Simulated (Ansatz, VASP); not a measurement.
# Two plane-wave programs on Bi

```
CELL_PARAMETERS angstrom
2.26734 1.30905 3.88173
-2.26734 1.30905 3.88173
0.00000 -2.61810 3.88173
ATOMIC_POSITIONS crystal
Bi 0.23713 0.23713 0.23713
Bi 0.76287 0.76287 0.76287
```

Alike in both runs: task single point; functional PBE; dispersion D3(BJ); k mesh 12 × 12 × 12; occupations gaussian, width 0.1 eV; no spin polarisation.

```csv
,VASP,Ansatz
version,VASP 6.6.1,Ansatz 0.2.0
potentials or method,"VASP PAW PBE potentials, release 64 (Bi_d), cutoff 520 eV","scalar-relativistic, plane waves, PAW"
valence electrons in the cell,30,30
```

Ansatz gave:

* gap on the k mesh at the Fermi level (eV): none
* pressure (GPa): 0.0
* rms of the force components (eV/Å): 0.000

**Question.** Which values does VASP return?

**Answer.** gap on the k mesh at the Fermi level (eV): none; pressure (GPa): 0.0; rms of the force components (eV/Å): 0.004.

Atom by atom the forces differ by 0.004 eV/Å (rms over components). A gap of «none» marks a metal or a gap that the smearing closes.

Spin-orbit coupling is off throughout.
